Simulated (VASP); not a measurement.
Set up this calculation in VASP 6.6.1, as the native input.

| Quantity | Value |
| --- | --- |
| Task | single point |
| Functional | PBE |
| Potentials or basis | VASP PAW PBE potentials, release 64 (Ge_d, S) |
| Cutoff | 520 eV |
| k mesh | 5 × 5 × 2 |
| Occupations | gaussian, width 0.2 eV |
| Spin | no spin polarisation |
| Dipole correction | no |
| Further INCAR settings | ALGO = Normal; EDIFF = 1e-06; NBANDS = 39 |

The structure of Ge4S lies in POSCAR:

```
Ge4S
1.0
    4.1694972308      0.0000000000      0.0000000000
   -2.0847486154      3.6108905229      0.0000000000
    0.0000000000      0.0000000000      8.5099288080
Ge S
4 1
Direct
    0.0000000000      0.0000000000      0.7363889554
    0.0000000000      0.0000000000      0.2636110446
    0.3333333333      0.6666666667      0.3523470613
    0.3333333333      0.6666666667      0.6476529387
    0.0000000000      0.0000000000      0.0000000000
```

One way to write it, as run:

INCAR

```
PREC     = Accurate       # precision mode
ENCUT    = 520            # plane-wave cutoff, eV
EDIFF    = 1E-6           # SCF threshold, eV
ISMEAR   = 0              # smearing method
SIGMA    = 0.2            # smearing width, eV
LREAL    = False          # projectors in reciprocal space
LASPH    = True           # aspherical terms in the spheres
NELM     = 100            # most SCF steps
ALGO     = Normal         # electronic algorithm
ISIF     = 2              # what is computed and relaxed
LWAVE    = False          # write WAVECAR
LCHARG   = False          # write CHGCAR
GGA      = PE             # functional
NBANDS   = 39             # bands
```

KPOINTS

```
Automatic mesh
0
Gamma
  5 5 2
```

Potentials or basis: VASP PAW PBE potentials, release 64 (Ge_d, S).

Run with:

```console
$ cat potpaw_PBE.64/Ge_d/POTCAR potpaw_PBE.64/S/POTCAR > POTCAR
$ mpirun -np 1 vasp_std > vasp.out
```

It gave:

```
Pressure               : -0.1 GPa
Largest force          : 0.030 eV/Å
Band gap on the k mesh : zero (bands 31 and 32 overlap by 0.43 eV)
```

Caveat: the k points lie up to 0.37 Å⁻¹ apart.

Wall time 46 s on 1 thread of Intel(R) Xeon(R) Platinum 8259CL CPU @ 2.50GHz (Skylake/Cascade Lake), on a shared host, peak memory 0.24 GiB.
